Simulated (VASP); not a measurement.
# SnSe (Pm-3m) in VASP: a series of runs, part 2 of 2

VASP 6.6.1. The steps go on from the part before.

## (3) Single point, PBE (volume scaled by 0.91)

Input file INCAR:

```
PREC = Accurate
ENCUT = 520
EDIFF = 1E-7
ISMEAR = 0
SIGMA = 0.1
LREAL = F
LASPH = T
NELM = 60
ALGO = Normal
ISIF = 2
LWAVE = F
LCHARG = F
GGA = PE
NBANDS = 17
```

Input file KPOINTS:

```
regular mesh
0
Gamma
  12 12 12
```

Input file POSCAR:

```
SnSe
1.0
    3.5657490696      0.0000000000      0.0000000000
    0.0000000000      3.5657490696      0.0000000000
    0.0000000000      0.0000000000      3.5657490696
Sn Se
1 1
Direct
    0.5000000000      0.5000000000      0.5000000000
    0.0000000000      0.0000000000      0.0000000000
```

Potentials or basis: VASP PAW PBE potentials, release 64 (Sn_d, Se).

Started as:

```console
> cat potpaw_PBE.64/Sn_d/POTCAR potpaw_PBE.64/Se/POTCAR > POTCAR
> mpirun -np 1 vasp_std > vasp.out
```

Wall time 61 s (1 thread of Intel Xeon Platinum 8175M at 2.50GHz (Skylake/Cascade Lake), shared host); peak memory 0.2 GiB.

Results (log left out):

* Free energy: -7.6418 eV
* Pressure: 5.8 GPa
* Band gap on the k mesh: zero (band 10 reaches 7.84 eV, above the bottom of band 11 at 5.96 eV)

Levels at points of the mesh, in eV from the Fermi level:
| k point | band 7 | band 8 | band 9 | band 10 | band 11 | band 12 | band 13 | band 14 |
| --- | --- | --- | --- | --- | --- | --- | --- | --- |
| (0.00, 0.00, 0.00) | -5.59 | -2.22 | -2.22 | -2.22 | 4.11 | 4.11 | 6.64 | 6.64 |
| (0.50, 0.00, 0.00) | -8.97 | -0.78 | -0.78 | -0.08 | 0.66 | 3.15 | 3.15 | 6.08 |
| (0.50, 0.50, 0.00) | -6.26 | -5.68 | -5.68 | -0.32 | 4.34 | 4.34 | 5.11 | 6.53 |
| (0.50, 0.50, 0.50) | -4.35 | -3.49 | -3.49 | -3.49 | -1.46 | -1.46 | -1.46 | 14.90 |

Caveat: the cell differs from its parent crystal (volume scaled by 0.91); spin-orbit coupling is left out, which moves the levels of the heavy elements.

## (4) Single point, PBE (volume scaled by 0.94)

Input file INCAR:

```
PREC     = Accurate       # precision mode
ENCUT    = 520            # plane-wave cutoff, eV
EDIFF    = 1E-6           # SCF threshold, eV
ISMEAR   = 0              # smearing method
SIGMA    = 0.1            # smearing width, eV
LREAL    = F              # projectors in reciprocal space
LASPH    = T              # aspherical terms in the spheres
NELM     = 60             # most SCF steps
ALGO     = Normal         # electronic algorithm
ISIF     = 2              # what is computed and relaxed
LWAVE    = F              # write WAVECAR
LCHARG   = T              # write CHGCAR
GGA      = PE             # functional
LELF     = T              # ELF
LVHAR    = T            
NBANDS   = 17             # bands
```

KPOINTS is that of step 3.

Input file POSCAR:

```
SnSe
1.0
    3.6045102484      0.0000000000      0.0000000000
    0.0000000000      3.6045102484      0.0000000000
    0.0000000000      0.0000000000      3.6045102484
Sn Se
1 1
Direct
    0.5000000000      0.5000000000      0.5000000000
    0.0000000000      0.0000000000      0.0000000000
```

Started as:

```console
> cat potpaw_PBE.64/Sn_d/POTCAR potpaw_PBE.64/Se/POTCAR > POTCAR
> mpirun -np 1 vasp_std > vasp.out
```

Wall time 57 s (1 thread of Intel Xeon Platinum 8175M at 2.50GHz (Skylake/Cascade Lake), shared host); peak memory 0.2 GiB.

The run converged. Its results:

```yaml
Free_energy: -7.6857 eV
Pressure: 3.5 GPa
Band_gap_on_the_k_mesh: zero (band 10 reaches 7.37 eV, above the bottom of band 11 at 5.67 eV)
```

Levels at points of the mesh, in eV from the Fermi level:
```
           k point  band 8  band 9  band 10  band 11  band 12  band 13
(0.00, 0.00, 0.00)   -2.09   -2.09    -2.09     4.22     4.22     6.43
(0.50, 0.00, 0.00)   -0.71   -0.71    -0.09     0.57     3.14     3.14
(0.50, 0.50, 0.00)   -5.42   -5.42    -0.26     4.26     4.26     4.98
(0.50, 0.50, 0.50)   -3.30   -3.30    -3.30    -1.32    -1.32    -1.32
```

Caveat: the cell differs from its parent crystal (volume scaled by 0.94); spin-orbit coupling is left out, which moves the levels of the heavy elements.

## (5) Single point, PBE (volume scaled by 0.97)

Input file INCAR:

```
PREC = Accurate ; ENCUT = 520
EDIFF = 1E-7 ; ISMEAR = 0
SIGMA = 0.1 ; LREAL = F
LASPH = T ; NELM = 80
ALGO = Normal ; ISIF = 2
LWAVE = F ; LCHARG = T
GGA = PE ; LELF = T
LVHAR = T ; NBANDS = 17
```

Input file KPOINTS:

```
Automatic mesh
0
Gamma
  12 12 12
```

Input file POSCAR:

```
SnSe
1.0
    3.6424552500      0.0000000000      0.0000000000
    0.0000000000      3.6424552500      0.0000000000
    0.0000000000      0.0000000000      3.6424552500
Sn Se
1 1
Direct
    0.5000000000      0.5000000000      0.5000000000
    0.0000000000      0.0000000000      0.0000000000
```

Started as:

```console
> cat potpaw_PBE.64/Sn_d/POTCAR potpaw_PBE.64/Se/POTCAR > POTCAR
> mpirun -np 1 vasp_std > vasp.out
```

Wall time 59 s (1 thread of Intel Xeon Platinum 8175M at 2.50GHz (Skylake/Cascade Lake), shared host); peak memory 0.2 GiB.

It converged, with:

| Property | Result |
| --- | --- |
| Free energy | -7.7097 eV |
| Pressure | 1.6 GPa |
| Band gap on the k mesh | zero (band 10 reaches 6.93 eV, above the bottom of band 11 at 5.40 eV) |

Levels at points of the mesh, in eV from the Fermi level:
```tsv
k point	band 8	band 9	band 10	band 11	band 12	band 13
(0.00, 0.00, 0.00)	-1.96	-1.96	-1.96	4.33	4.33	6.24
(0.50, 0.00, 0.00)	-0.64	-0.64	-0.08	0.49	3.14	3.14
(0.50, 0.50, 0.00)	-5.17	-5.17	-0.21	4.18	4.18	4.87
(0.50, 0.50, 0.50)	-3.12	-3.12	-3.12	-1.17	-1.17	-1.17
```

Caveat: the cell differs from its parent crystal (volume scaled by 0.97); spin-orbit coupling is left out, which moves the levels of the heavy elements.

## (6) Single point, PBE

This run uses another cell than the first one, of 24.91 Å³/atom, 1.136 times its volume.

Input file INCAR:

```
SYSTEM = SnSe
PREC = Accurate
ENCUT = 520
EDIFF = 1E-6
ISMEAR = 0
SIGMA = 0.1
LREAL = .FALSE.
LASPH = .TRUE.
NELM = 80
ALGO = Normal
ISIF = 2
LWAVE = .FALSE.
LCHARG = .TRUE.
GGA = PE
LELF = .TRUE.
LVHAR = .TRUE.
NBANDS = 17
```

Input file KPOINTS:

```
regular mesh
0
G
  12 12 12
  0 0 0
```

Input file POSCAR:

```
SnSe
1.0
    3.6796257280      0.0000000000      0.0000000000
    0.0000000000      3.6796257280      0.0000000000
    0.0000000000      0.0000000000      3.6796257280
Sn Se
1 1
Direct
    0.5000000000      0.5000000000      0.5000000000
    0.0000000000      0.0000000000      0.0000000000
```

Potentials or basis: VASP PAW PBE potentials, release 64 (Sn_d, Se).

Started as:

```console
> cat potpaw_PBE.64/Sn_d/POTCAR potpaw_PBE.64/Se/POTCAR > POTCAR
> mpirun -np 1 vasp_std > vasp.out
```

OUTCAR:

```text
SYSTEM = SnSe
   PREC = Accurate
   ENCUT = 520
   EDIFF = 1E-6
   ISMEAR = 0
   LREAL = .FALSE.
   LASPH = .TRUE.
   NELM = 80
   ISIF = 2
   GGA = PE

 ion  position               nearest neighbor table
   1  0.500  0.500  0.500-   2 3.19   2 3.19   2 3.19   2 3.19   2 3.19   2 3.19   2 3.19   2 3.19

   2  0.000  0.000  0.000-   1 3.19   1 3.19   1 3.19   1 3.19   1 3.19   1 3.19   1 3.19   1 3.19

  LATTYP: Found a simple cubic cell.
 ALAT       =     3.6796257280

  Lattice vectors:

 A1 = (   3.6796257280,   0.0000000000,   0.0000000000)
[... 668 lines left out ...]

  FORCE on cell =-STRESS in cart. coord.  units (eV):
  Direction    XX          YY          ZZ          XY          YZ          ZX
  --------------------------------------------------------------------------------------
  -------------------------------------------------------------------------------------
  Total       -0.0133684     -0.0133684     -0.0133684      0.0000000      0.0000000     -0.0000000
  in kB       -0.4299128     -0.4299128     -0.4299128      0.0000000      0.0000000     -0.0000000
  external PRESSURE =      -0.4299128 kB  Pullay stress =       0.0000000 kB

 VOLUME and BASIS-vectors are now :
 -----------------------------------------------------------------------------
  energy-cutoff  :      520.00
  volume of cell :       49.82
      direct lattice vectors                 reciprocal lattice vectors
     3.679625728  0.000000000  0.000000000     0.271766770  0.000000000  0.000000000
     0.000000000  3.679625728  0.000000000     0.000000000  0.271766770  0.000000000
     0.000000000  0.000000000  3.679625728     0.000000000  0.000000000  0.271766770

 POSITION                                       TOTAL-FORCE (eV/Angst)
 -----------------------------------------------------------------------------------
      1.83981      1.83981      1.83981         0.000000      0.000000      0.000000
      0.00000      0.00000      0.00000         0.000000      0.000000      0.000000
 -----------------------------------------------------------------------------------
    total drift:                                0.000000      0.000000      0.000000

  FREE ENERGIE OF THE ION-ELECTRON SYSTEM (eV)
  ---------------------------------------------------
  free  energy   TOTEN  =        -7.7170027115 eV

  energy  without entropy=       -7.7118814970  energy(sigma->0) =       -7.71444210
```

OSZICAR:

```text
N       E                     dE             d eps       ncg     rms          rms(c)
DAV:   1     0.123398436058E+03    0.12340E+03   -0.10242E+04  2908   0.155E+03
DAV:   2     0.317013253652E+01   -0.12023E+03   -0.11692E+03  3065   0.347E+02
DAV:   3    -0.772187097978E+01   -0.10892E+02   -0.10713E+02  3508   0.872E+01
DAV:   4    -0.798343332382E+01   -0.26156E+00   -0.26101E+00  3402   0.140E+01
DAV:   5    -0.798909539799E+01   -0.56621E-02   -0.56616E-02  3743   0.215E+00    0.297E+00
DAV:   6    -0.772037108916E+01    0.26872E+00   -0.65894E-01  4062   0.493E+00    0.168E+00
DAV:   7    -0.771842463505E+01    0.19465E-02   -0.60804E-02  3161   0.121E+00    0.941E-01
DAV:   8    -0.771714635026E+01    0.12783E-02   -0.68228E-03  3254   0.685E-01    0.114E-01
DAV:   9    -0.771697068117E+01    0.17567E-03   -0.84419E-04  3744   0.208E-01    0.478E-02
DAV:  10    -0.771700162427E+01   -0.30943E-04   -0.88013E-05  3220   0.569E-02    0.910E-03
DAV:  11    -0.771700268472E+01   -0.10605E-05   -0.25179E-06  3721   0.134E-02    0.279E-03
DAV:  12    -0.771700271149E+01   -0.26774E-07   -0.17043E-07  1692   0.599E-03
   1 F= -.77170027E+01 E0= -.77144421E+01  d E =-.512121E-02
```

Wall time 68 s (1 thread of Intel Xeon Platinum 8175M at 2.50GHz (Skylake/Cascade Lake), shared host); peak memory 0.2 GiB.

What came out:

- Free energy: -7.7170 eV
- Pressure: 0.0 GPa
- Band gap on the k mesh: zero (band 10 reaches 6.52 eV, above the bottom of band 11 at 5.14 eV)

Caveat: spin-orbit coupling is left out, which moves the levels of the heavy elements.

## (7) Summary

```tsv
cell	gap on the mesh (eV)	pressure (GPa)
a = 3.526 Å, 2 atoms	none	8.4
a = 3.566 Å, 2 atoms	none	5.8
a = 3.605 Å, 2 atoms	none	3.5
a = 3.642 Å, 2 atoms	none	1.6
a = 3.680 Å, 2 atoms	none	0.0
```

Alike in all rows: task single point; level PBE; potentials or basis VASP PAW PBE potentials, release 64 (Sn_d, Se); no spin polarisation; k mesh 12 × 12 × 12; cutoff (eV) 520; smearing gaussian 0.1 eV.

Caveats: spin-orbit coupling is left out, which moves the levels of the heavy elements.

Total energies depend on the potentials used, so only differences within one code and one set of settings carry meaning.
